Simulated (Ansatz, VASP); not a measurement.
# TlBi2: VASP beside Ansatz

```xyz
3
Lattice="5.7087 0.0000 0.0000 -2.8543 4.9438 0.0000 0.0000 0.0000 3.3938" Properties=species:S:1:pos:R:3 pbc="T T T"
Tl    0.0000    0.0000    0.0000
Bi    2.8543    1.6479    1.6969
Bi    0.0000    3.2959    1.6969
```

Alike in both runs: task electric field gradients; functional r2SCAN; k mesh 8 × 8 × 11; occupations fermi-dirac, width 0.05 eV; no spin polarisation.

|  | VASP | Ansatz |
| --- | --- | --- |
| version | VASP 6.6.1 | Ansatz 0.2.0 |
| potentials or method | VASP PAW PBE potentials, release 64 (Tl_d, Bi_d), cutoff 520 eV | all-electron PAW with datasets made for the crystal, scalar-relativistic |

VASP gave:

| Quantity | Value |
| --- | --- |
| pressure (GPa) | 0.0 |
| traceless stress, the component that is largest in VASP (GPa) | 0.66 |
| size of Vzz on the site where it differs most (V/Å²) | 121.8 |

What did Ansatz give for the same quantities?

Pressure (GPa): 0.1; traceless stress, the component that is largest in VASP (GPa): 0.66; size of Vzz on the site where it differs most (V/Å²): 132.4.

VASP's potentials were made for PBE, not for r2SCAN. Ansatz ran all-electron here, and VASP with PAW potentials.

Neither program's run includes spin-orbit coupling.
